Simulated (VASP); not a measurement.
# As (R-3m) in VASP: notebook

Runs on As. Level: r2SCAN. Tasks: single point.

All numbers are computed with VASP 6.6.1; they aren't measurements. Logs are shortened: lines on timing, memory, paths and dates and some standing lists are left out, and cuts for length are marked.

### Step 1. The cell of the first run

The structure is trigonal, space group R-3m (No. 166). Conventional cell: a = 3.590 Å, b = 3.590 Å, c = 15.163 Å, α = 90.00°, β = 90.00°, γ = 120.00°. As (site symmetry 3m) has 3 As at 2.48 Å within 3.3 Å.

### Step 2. Single point, r2SCAN

Contents of POSCAR:

```
As
1.0
    1.7950784285      1.0363890139      5.0542643309
   -1.7950784285      1.0363890139      5.0542643309
    0.0000000000     -2.0727780278      5.0542643309
As
2
Direct
    0.7883402482      0.7883402482      0.7883402482
    0.2116597518      0.2116597518      0.2116597518
```

Contents of INCAR.step1:

```
SYSTEM = As
PREC = Accurate ; ENCUT = 520
ISMEAR = -1 ; SIGMA = 0.2
LREAL = .False. ; LASPH = .True.
NELM = 100 ; NBANDS = 12
GGA = PE ; ALGO = Normal
EDIFF = 1E-4 ; LWAVE = .True.
LCHARG = .False.
```

Contents of INCAR.step2:

```
SYSTEM = As
PREC = Accurate ; ENCUT = 520
EDIFF = 1E-6 ; ISMEAR = -1
SIGMA = 0.2 ; LREAL = .False.
LASPH = .True. ; NELM = 100
ALGO = Normal ; ISIF = 2
LWAVE = .False. ; LCHARG = .False.
METAGGA = R2SCAN ; LMIXTAU = .True.
NBANDS = 12 ; ISTART = 1
```

Contents of KPOINTS:

```
Automatic mesh
0
Gamma
  10 10 10
  0 0 0
```

Potentials or basis: VASP PAW PBE potentials, release 64 (As).

Run with:

```bash
$ cat potpaw_PBE.64/As/POTCAR > POTCAR
$ cp INCAR.step1 INCAR
$ mpirun -np 1 vasp_std > vasp.out
$ cp INCAR.step2 INCAR
$ mpirun -np 1 vasp_std > vasp.out
```

OUTCAR:

```text
SYSTEM = As
   PREC = Accurate
   ENCUT = 520
   EDIFF = 1E-6
   ISMEAR = -1
   LREAL = .False.
   LASPH = .True.
   NELM = 100
   ISIF = 2
   METAGGA = R2SCAN
   ISTART = 1

 ion  position               nearest neighbor table
   1  0.788  0.788  0.788-   2 2.48   2 2.48   2 2.48
   2  0.212  0.212  0.212-   1 2.48   1 2.48   1 2.48

  LATTYP: Found a trigonal (rhomboedric) cell.
 ALAT       =     5.4627828695
 COS(alpha) =     0.7840421605

  Lattice vectors:

 A1 = (   1.7950784285,   1.0363890139,   5.0542643309)
 A2 = (  -1.7950784285,   1.0363890139,   5.0542643309)
 A3 = (   0.0000000000,  -2.0727780278,   5.0542643309)

Analysis of symmetry for initial positions (statically):
=====================================================================
 Subroutine PRICEL returns:
 Original cell was already a primitive cell.

 Routine SETGRP: Setting up the symmetry group for a
 trigonal (rhombohedral) supercell.

 Subroutine GETGRP returns: Found 12 space group operations
 (whereof 12 operations were pure point group operations)
 out of a pool of 12 trial point group operations.

The static configuration has the point symmetry D_3d.

Analysis of symmetry for dynamics (positions and initial velocities):
=====================================================================
 Subroutine PRICEL returns:
 Original cell was already a primitive cell.

 Routine SETGRP: Setting up the symmetry group for a
 trigonal (rhombohedral) supercell.

 Subroutine GETGRP returns: Found 12 space group operations
 (whereof 12 operations were pure point group operations)
 out of a pool of 12 trial point group operations.

The dynamic configuration has the point symmetry D_3d.

 Subroutine INISYM returns: Found 12 space group operations
 (whereof 12 operations are pure point group operations),
 and found     1 'primitive' translations

----------------------------------------------------------------------------------------

                                     Primitive cell

  volume of cell :      56.4177

  direct lattice vectors                    reciprocal lattice vectors
     1.795078429  1.036389014  5.054264331     0.278539362  0.160814776  0.065950910
    -1.795078429  1.036389014  5.054264331    -0.278539362  0.160814776  0.065950910
     0.000000000 -2.072778028  5.054264331     0.000000000 -0.321629551  0.065950910

  length of vectors
     5.462782869  5.462782869  5.462782869     0.328321627  0.328321627  0.328321627

  position of ions in fractional coordinates (direct lattice)
     0.788340248  0.788340248  0.788340248
     0.211659752  0.211659752  0.211659752

  ion indices of the primitive-cell ions
   primitive index   ion index
                 1           1
                 2           2

----------------------------------------------------------------------------------------

 KPOINTS: Automatic mesh

Automatic generation of k-mesh.
 Grid dimensions read from file:
 generate k-points for:   10   10   10

 Generating k-lattice:

  Cartesian coordinates                     Fractional coordinates (reciprocal lattice)
     0.027853936  0.016081478  0.006595091     0.100000000 -0.000000000  0.000000000
    -0.027853936  0.016081478  0.006595091    -0.000000000  0.100000000  0.000000000
     0.000000000 -0.032162955  0.006595091     0.000000000  0.000000000  0.100000000

  Length of vectors
     0.032832163  0.032832163  0.032832163

  Shift w.r.t. Gamma in fractional coordinates (k-lattice)
     0.000000000  0.000000000  0.000000000

 Subroutine IBZKPT returns following result:
 ===========================================

 Found    116 irreducible k-points:

 Following reciprocal coordinates:
            Coordinates               Weight
  0.000000  0.000000  0.000000      1.000000
  0.100000  0.000000  0.000000      6.000000
  0.200000  0.000000  0.000000      6.000000
  0.300000 -0.000000 -0.000000      6.000000
  0.400000 -0.000000  0.000000      6.000000
  0.500000  0.000000 -0.000000      3.000000
[... 16 lines left out ...]
  0.300000  0.300000 -0.000000      6.000000
  0.400000  0.300000 -0.000000     12.000000
 [... further k-points ...]
   k-points           NKPTS =    116   k-points in BZ     NKDIM =    116   number of bands    NBANDS=     12
   number of dos      NEDOS =    301   number of ions     NIONS =      2
   total plane-waves  NPLWV =  74088
   dimension x,y,z NGX =    42 NGY =   42 NGZ =   42
   dimension x,y,z NGXF=    84 NGYF=   84 NGZF=   84
   ions per type =               2
   NGX,Y,Z   is equivalent  to a cutoff of  12.78, 12.78, 12.78 a.u.
   NGXF,Y,Z  is equivalent  to a cutoff of  25.56, 25.56, 25.56 a.u.
 SYSTEM =  As
   PREC   = accura    normal or accurate (medium, high low for compatibility)
   ISTART =      1    job   : 0-new  1-cont  2-samecut
   ICHARG =      0    charge: 1-file 2-atom 10-const
   ISPIN  =      1    spin polarized calculation?
   LNONCOLLINEAR =      F non collinear calculations
   LSORBIT =      F    spin-orbit coupling
   LASPH  =      T    aspherical Exc in radial PAW
   ENCUT  =  520.0 eV  38.22 Ry    6.18 a.u.  10.16 10.16 10.16*2*pi/ulx,y,z
   NELM   =    100;   NELMIN=  2; NELMDL=  0     # of ELM steps
   EDIFF  = 0.1E-05   stopping-criterion for ELM
   LREAL  =      F    real-space projection
   EDIFFG = 0.1E-04   stopping-criterion for IOM
   NSW    =      0    number of steps for IOM
   IBRION =     -1    ionic relax: 0-MD 1-quasi-New 2-CG
   NFREE  =      0    steps in history (QN), initial steepest desc. (CG)
   ISIF   =      2    stress and relaxation
   ISYM   =      2    0-nonsym 1-usesym 2-fastsym
   POTIM  = 0.5000    time-step for ionic-motion
   TEBEG  =    0.0;   TEEND  =   0.0 temperature during run
   PSTRESS=    0.0 pullay stress
   NELECT =      10.0000    total number of electrons
   NUPDOWN=      -1.0000    fix difference up-down
   EMIN   =  10.00;   EMAX   =-10.00  energy-range for DOS
   EFERMI =   0.00;   METHOD = LEGACY
   ISMEAR =    -1;   SIGMA  =   0.20  broadening in eV -4-tet -1-fermi 0-gaus
   EFERMI_NEDOS =   21; number of points for ismear=-14 and -15
   IALGO  =     38    algorithm
   IMIX   =      4    mixing-type and parameters
     AMIX     =   0.40;   BMIX     =  1.00
     AMIX_MAG =   1.60;   BMIX_MAG =  1.00
  volume/ion in A,a.u.               =      28.21       190.36
  Fermi-wavevector in a.u.,A,eV,Ry     =   0.919609  1.737808 11.506174  0.845680
  Thomas-Fermi vector in A             =   2.044822
   LORBIT       =      0    0 simple, 1 ext, 2 COOP (PROOUT), +10 PAW based schemes
   METAGGA = R2SCAN    functional components
   LHFCALC =     F    Hartree Fock is set to
   AEXX    =    0.0000 exact exchange contribution
   IVDW    =     0    specifies the selected vdW correction
   LEPSILON=     F    determine dielectric tensor
   LRPA    =     F    only Hartree local field effects (RPA)
 non-spin polarized calculation
  energy-cutoff  :      520.00
  volume of cell :       56.42
 maximum number of plane-waves:      1543
 NGX is ok and might be reduce to    42
   NGX = 21   NGY = 21   NGZ = 21

 number of electron      10.0000000 magnetization

 Free energy of the ion-electron system (eV)
  ---------------------------------------------------
  ext. energy  EPLUGINS =         0.00000000
  ---------------------------------------------------
  free energy    TOTEN  =       -29.42270467 eV

  energy without entropy =      -29.40636498  energy(sigma->0) =      -29.41453483

 E-fermi :   2.9410     XC(G=0):  -8.8552

 val. band max:        2.7317325292   @ k =   0.5000   0.5000   0.5000
 cond. band min:       3.3395997280   @ k =   0.4000  -0.0000   0.0000
 fundamental gap:      0.6078671989
 Fermi energy:         2.9410041696

 k-point     1 :       0.0000    0.0000    0.0000
  band No.  band energies     occupation
      1     -12.4215      2.00000
      2      -5.1155      2.00000
      3       0.3470      2.00000
      4       1.7013      1.99594
      5       1.7013      1.99594
      6       4.5951      0.00051
      7       5.6368      0.00000
      8       5.6368      0.00000
      9      11.2358      0.00000
     10      12.2809      0.00000
     11      12.2809      0.00000
     12      12.7837      0.00000

 k-point     2 :       0.1000    0.0000    0.0000
  band No.  band energies     occupation
      1     -12.2789      2.00000
      2      -5.1322      2.00000
      3       0.4530      1.99999
      4       0.6430      1.99998
      5       1.4125      1.99904
      6       4.9700      0.00008
      7       5.8605      0.00000
      8       5.9180      0.00000
      9      10.5157      0.00000
     10      11.7980      0.00000
     11      12.1041      0.00000
     12      12.6853      0.00000

 k-point     3 :       0.2000    0.0000    0.0000
  band No.  band energies     occupation
      1     -11.8568      2.00000
      2      -5.3092      2.00000
      3      -0.8666      2.00000
      4       0.7916      1.99996
      5       0.8207      1.99995
      6       4.1222      0.00543
      7       6.3607      0.00000
      8       6.7000      0.00000
      9       9.7899      0.00000
     10      11.0332      0.00000
     11      12.3276      0.00000
     12      13.7573      0.00000

 k-point     4 :       0.3000   -0.0000   -0.0000
  band No.  band energies     occupation
      1     -11.1793      2.00000
      2      -5.9702      2.00000
      3      -1.6555      2.00000
      4       0.2642      2.00000
      5       1.0939      1.99980
      6       3.3714      0.20830
      7       5.9762      0.00000
      8       6.5232      0.00000
      9       9.4998      0.00000
     10      11.9831      0.00000
     11      13.4515      0.00000
     12      13.4759      0.00000

 k-point     5 :       0.4000   -0.0000    0.0000
  band No.  band energies     occupation
      1     -10.3319      2.00000
      2      -7.0522      2.00000
      3      -1.6733      2.00000
      4      -0.1065      2.00000
      5       0.9495      1.99991
      6       3.3396      0.23988
      7       5.0116      0.00006
      8       6.4836      0.00000
      9       8.9656      0.00000
     10      12.1077      0.00000
     11      14.2613      0.00000
     12      15.3630      0.00000
[... 228 lines left out ...]
      1      -9.9522      2.00000
      2      -7.2468      2.00000
      3      -2.0256      2.00000
      4      -0.9057      2.00000
      5       0.5781      1.99999
      6       4.3884      0.00144
      7       5.0521      0.00005
      8       6.9618      0.00000
      9       9.8790      0.00000
     10      11.6208      0.00000
     11      13.0492      0.00000
     12      14.5177      0.00000

 k-point    22 :      -0.2000    0.2000    0.0000
  band No.  band energies     occupation
      1     -10.7918      2.00000
      2      -6.2854      2.00000
      3      -1.2811      2.00000
      4      -1.2449      2.00000
      5       0.8716      1.99994
      6       4.4979      0.00083
      7       5.2508      0.00002
      8       7.0196      0.00000
      9       9.1606      0.00000
     10      11.8687      0.00000
     11      13.0320      0.00000
     12      15.2751      0.00000

 k-point    23 :       0.3000    0.3000   -0.0000
  band No.  band energies     occupation
      1     -11.1627      2.00000
      2      -5.9629      2.00000
      3      -1.9058      2.00000
      4       0.2014      2.00000
      5       0.9398      1.99991
      6       3.9814      0.01095
      7       6.0962      0.00000
      8       6.8790      0.00000
      9      10.0400      0.00000
     10      11.9965      0.00000
     11      13.0540      0.00000
     12      13.6585      0.00000

 k-point    24 :       0.4000    0.3000   -0.0000
  band No.  band energies     occupation
      1     -10.6474      2.00000
      2      -6.5135      2.00000
      3      -1.9690      2.00000
      4      -0.6467      2.00000
      5       0.7852      1.99996
      6       4.7222      0.00027
      7       6.2140      0.00000
      8       6.4239      0.00000
      9       9.7281      0.00000
     10      11.9913      0.00000
     11      12.9757      0.00000
     12      13.7364      0.00000

 [... further k-points ...]

------------------------ aborting loop because EDIFF is reached ----------------------------------------

  FORCE on cell =-STRESS in cart. coord.  units (eV):
  Direction    XX          YY          ZZ          XY          YZ          ZX
  --------------------------------------------------------------------------------------
  -------------------------------------------------------------------------------------
  Total        0.0467635      0.0467635      0.0221820      0.0000000      0.0000000     -0.0000000
  in kB        1.3280122      1.3280122      0.6299339      0.0000000      0.0000000     -0.0000000
  external PRESSURE =       1.0953194 kB  Pullay stress =       0.0000000 kB

 VOLUME and BASIS-vectors are now :
 -----------------------------------------------------------------------------
  energy-cutoff  :      520.00
  volume of cell :       56.42
      direct lattice vectors                 reciprocal lattice vectors
     1.795078429  1.036389014  5.054264331     0.278539362  0.160814776  0.065950910
    -1.795078429  1.036389014  5.054264331    -0.278539362  0.160814776  0.065950910
     0.000000000 -2.072778028  5.054264331     0.000000000 -0.321629551  0.065950910

 POSITION                                       TOTAL-FORCE (eV/Angst)
 -----------------------------------------------------------------------------------
      0.00000      0.00000     11.95344         0.000000      0.000000     -0.045857
      0.00000      0.00000      3.20935         0.000000     -0.000000      0.045857
 -----------------------------------------------------------------------------------
    total drift:                               -0.000000     -0.000000      0.000000

  FREE ENERGIE OF THE ION-ELECTRON SYSTEM (eV)
  ---------------------------------------------------
  free  energy   TOTEN  =       -29.4227046744 eV

  energy  without entropy=      -29.4063649820  energy(sigma->0) =      -29.41453483
```

It took 13 min on 1 thread of Intel Xeon 8259CL, shared host; peak memory 0.31 GiB.

What came out:

| Item | Value |
| --- | --- |
| Free energy | -29.4227 eV |
| Pressure | 0.1 GPa |
| Largest force | 0.046 eV/Å |
| Band gap on the k mesh | 0.61 eV (least direct gap 1.15 eV) |

Forces in eV/Å, atoms in the order of the input:
```
As   0.000  0.000 -0.046
As   0.000  0.000  0.046
```

Levels at points of the mesh, in eV from the valence-band top:
| k point | band 2 | band 3 | band 4 | band 5 | band 6 | band 7 | band 8 | band 9 |
| --- | --- | --- | --- | --- | --- | --- | --- | --- |
| (0.00, 0.00, 0.00) | -7.85 | -2.38 | -1.03 | -1.03 | 1.86 | 2.91 | 2.91 | 8.50 |
| (0.50, 0.00, 0.00) | -10.47 | -4.26 | -2.97 | -2.02 | 0.96 | 1.71 | 3.71 | 6.01 |
| (0.50, 0.50, 0.00) | -10.35 | -4.61 | -3.05 | -2.94 | 1.67 | 3.76 | 4.29 | 6.39 |
| (0.50, 0.50, 0.50) | -8.58 | -1.01 | -1.01 | 0.00 | 1.15 | 2.74 | 2.74 | 6.68 |

Caveat: semilocal functionals underestimate gaps, and a narrow one can read as zero; the PAW data sets were made with another functional, which shifts forces and pressure a little. A k mesh can miss the band edges.

### Step 3. Single point, r2SCAN

POSCAR is that of step 2.

Contents of INCAR.step1:

```
PREC = Accurate
ENCUT = 520
ISMEAR = -1
SIGMA = 0.3
LREAL = False
LASPH = True
NELM = 80
NBANDS = 12
GGA = PE
ALGO = Normal
EDIFF = 1E-4
LWAVE = True
LCHARG = False
```

Contents of INCAR.step2:

```
PREC = Accurate
ENCUT = 520
EDIFF = 1E-7
ISMEAR = -1
SIGMA = 0.3
LREAL = False
LASPH = True
NELM = 80
ALGO = Normal
ISIF = 2
LWAVE = False
LCHARG = True
METAGGA = R2SCAN
LMIXTAU = True
LELF = True
LVHAR = True
NBANDS = 12
ISTART = 1
```

Contents of KPOINTS:

```
Automatic mesh
0
Gamma
  10 10 10
```

Potentials or basis: VASP PAW PBE potentials, release 64 (As).

Run with:

```bash
$ cat potpaw_PBE.64/As/POTCAR > POTCAR
$ cp INCAR.step1 INCAR
$ mpirun -np 1 vasp_std > vasp.out
$ cp INCAR.step2 INCAR
$ mpirun -np 1 vasp_std > vasp.out
```

It took 13 min on 1 thread of Intel Xeon 8259CL, shared host; peak memory 0.31 GiB.

It converged, with:

| Property | Result |
| --- | --- |
| Free energy | -29.4378 eV |
| Pressure | 0.1 GPa |
| Largest force | 0.029 eV/Å |
| Band gap on the k mesh | 0.61 eV (least direct gap 1.16 eV) |

Forces in eV/Å, atoms in the order of the input:
```
As   0.000  0.000 -0.029
As   0.000  0.000  0.029
```

Stress tensor (GPa, compression positive):
```
 0.23  0.00  0.00
 0.00  0.23  0.00
 0.00  0.00 -0.19
```

Levels at points of the mesh, in eV from the valence-band top:
```
           k point  band 3  band 4  band 5  band 6  band 7  band 8
(0.00, 0.00, 0.00)   -2.38   -1.02   -1.02    1.87    2.91    2.91
(0.50, 0.00, 0.00)   -4.26   -2.96   -2.02    0.96    1.71    3.72
(0.50, 0.50, 0.00)   -4.60   -3.04   -2.94    1.68    3.77    4.30
(0.50, 0.50, 0.50)   -1.00   -1.00    0.00    1.16    2.75    2.75
```

Caveat: so wide a smearing shifts energies and pressures; semilocal functionals underestimate gaps, and a narrow one can read as zero; the PAW data sets were made with another functional, which shifts forces and pressure a little.
